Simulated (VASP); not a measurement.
A run of VASP 6.6.1 is set up as follows.

Contents of INCAR:

```
PREC = Accurate
ENCUT = 520
EDIFF = 1E-6
ISMEAR = 0
SIGMA = 0.2
LREAL = F
LASPH = T
NELM = 100
ALGO = Normal
ISIF = 2
LWAVE = F
LCHARG = F
GGA = PE
NBANDS = 29
```

Contents of KPOINTS:

```
regular mesh
0
Gamma
  6 6 4
```

Contents of POSCAR:

```
Al4O
1.0
    5.6593473487      0.0000000000      0.0000000000
   -2.8296736744      4.9011385729      0.0000000000
    0.0000000000      0.0000000000      6.8244031599
Al O
8 2
Direct
    0.5000000000      0.0000000000      0.2500000000
    0.5000000000      0.0000000000      0.7500000000
    0.0000000000      0.5000000000      0.2500000000
    0.0000000000      0.5000000000      0.7500000000
    0.5000000000      0.5000000000      0.2500000000
    0.5000000000      0.5000000000      0.7500000000
    0.0000000000      0.0000000000      0.2500000000
    0.0000000000      0.0000000000      0.7500000000
    1.0000000000      0.0000000000      0.0000000000
    1.0000000000      0.0000000000      0.5000000000
```

Potentials or basis: VASP PAW PBE potentials, release 64 (Al, O).

Command:

```sh
$ cat potpaw_PBE.64/Al/POTCAR potpaw_PBE.64/O/POTCAR > POTCAR
$ mpirun -np 1 vasp_std > vasp.out
```

What does it give for the pressure?

-0.1 GPa.

Predict the band gap on the k mesh.

zero (bands 18 and 19 overlap by 1.70 eV).

Stress tensor (GPa, compression positive):
```
-0.37  0.00  0.00
 0.00 -0.37  0.00
 0.00  0.00  0.56
```
